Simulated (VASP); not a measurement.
The system is Sb.

```
Sb
1.0
     2.12933    1.20064    3.75800
    -2.17907    1.28681    3.75800
     0.04975   -2.48746    3.75800
Sb
2
Direct
  0.76651 0.76651 0.76651
  0.23349 0.23349 0.23349
```

```yaml
Program: VASP 6.6.1
Task: relaxation of the atoms
Functional: PBE
Potentials_or_basis: VASP PAW PBE potentials, release 64 (Sb)
Cutoff: 520 eV
k_mesh: 8 × 8 × 8
Occupations: fermi-dirac, width 0.05 eV
Spin: no spin polarisation
```

At the start: pressure 2.8 GPa; volume 30.19 Å³/atom.

Question: Where does the relaxation end?

Answer: Over 3 steps the energy falls by 2.5 meV/atom at a fixed cell; space group C2/m (No. 12, to 0.1 Å) before and after.

The path:
```csv
step,energy change (eV),largest force (eV/Å),pressure (GPa)
1,0.0000,0.2268,2.81
2,-0.0037,0.1110,2.50
3,-0.0049,0.0150,2.19
```

Final structure:
```
Sb
1.0
     2.12933    1.20064    3.75800
    -2.17907    1.28681    3.75800
     0.04975   -2.48746    3.75800
Sb
2
Direct
  0.76668 0.76316 0.76391
  0.23332 0.23684 0.23609
```
